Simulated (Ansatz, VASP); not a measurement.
# One calculation of AlAs, two programs

```
Al As
1.0
     0.00000    2.83040    2.83040
     2.83040    0.00000    2.83040
     2.83040    2.83040    0.00000
Al As
1 1
Direct
  0.00000 0.00000 0.00000
  0.25000 0.25000 0.25000
```

Alike in both runs: task single point; functional PBE-based screened hybrid with a share of 0.25 of exact exchange and HFSCREEN = 0.20786987370883472; k mesh 3 × 3 × 3; no spin polarisation.

|  | VASP | Ansatz |
| --- | --- | --- |
| version | VASP 6.6.1 | Ansatz 0.2.0 |
| potentials or method | VASP PAW PBE potentials, release 64 (Al, As), cutoff 400 eV | plane waves, PAW |
| occupations | gaussian, width 0.01 eV | fixed |
| valence electrons in the cell | 8 | 18 |

VASP gave:

| Property | Result |
| --- | --- |
| gap on the k mesh at the Fermi level (eV) | 2.72 |

**Question.** Estimate Ansatz's values.

**Answer.** gap on the k mesh at the Fermi level (eV): 2.71.

VASP's potentials were made for PBE, not for PBE-based screened hybrid. VASP's potentials hold 8 valence electrons a cell and Ansatz's 18, so a difference there can come from the potentials and not from the codes.

The k mesh is coarse, so the values compare programs but aren't converged.
